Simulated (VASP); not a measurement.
A run of VASP 6.6.1 is set up as follows.

File INCAR:

```
SYSTEM = Cd
PREC = Accurate
ENCUT = 520
EDIFF = 1E-7
ISMEAR = 0
SIGMA = 0.1
LREAL = .FALSE.
LASPH = .TRUE.
NELM = 60
ALGO = Normal
ISIF = 2
LWAVE = .FALSE.
LCHARG = .TRUE.
GGA = PS
LELF = .TRUE.
LVHAR = .TRUE.
NBANDS = 12
```

File KPOINTS:

```
Automatic mesh
0
G
  22 22 22
  0 0 0
```

Contents of POSCAR:

```
Cd
1.0
   -1.7467226194      1.7467226194      1.7467226194
    1.7467226194     -1.7467226194      1.7467226194
    1.7467226194      1.7467226194     -1.7467226194
Cd
1
Direct
    0.0000000000      0.0000000000      0.0000000000
```

Potentials or basis: VASP PAW PBE potentials, release 64 (Cd).

Command:

```console
$ cat potpaw_PBE.64/Cd/POTCAR > POTCAR
$ mpirun -np 1 vasp_std > vasp.out
```

Question: What does it give for the band gap on the k mesh?

Answer: Zero (band 6 reaches 6.33 eV, above the bottom of band 7 at 2.02 eV).

Question: Predict the pressure.

Answer: 0.3 GPa.

Caveat: the PAW data sets were made with another functional, which shifts forces and pressure a little.
